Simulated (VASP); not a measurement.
Here is a VASP 6.6.1 calculation.

The input INCAR:

```
SYSTEM = P
PREC = Accurate
ENCUT = 500
EDIFF = 1E-6
ISMEAR = 0
SIGMA = 0.1
LREAL = .FALSE.
LASPH = .TRUE.
NELM = 120
ALGO = Normal
ISIF = 2
LWAVE = .FALSE.
LCHARG = .FALSE.
GGA = PS
NBANDS = 8
GGA_COMPAT = .FALSE.
```

The input KPOINTS:

```
regular mesh
0
G
  24 24 24
  0 0 0
```

POSCAR

```
P
1.0
   -1.2982579615      1.2982579615      1.2982579615
    1.2982579615     -1.2982579615      1.2982579615
    1.2982579615      1.2982579615     -1.2982579615
P
1
Direct
    0.0000000000      0.0000000000      0.0000000000
```

Potentials or basis: VASP PAW PBE potentials, release 64 (P).

The run is started by

```bash
$ cat potpaw_PBE.64/P/POTCAR > POTCAR
$ mpirun -np 1 vasp_std > vasp.out
```

(1) Predict the pressure.

(2) Predict the band gap on the k mesh.

Answers

(1) 120.0 GPa.

(2) zero (an odd number of electrons rules out a gap without spin polarisation).

Caveat: the cell stands under pressure; the PAW data sets were made with another functional, which shifts forces and pressure a little; an odd number of electrons without spin polarisation forces a metal; a magnetic or distorted state may lie lower.
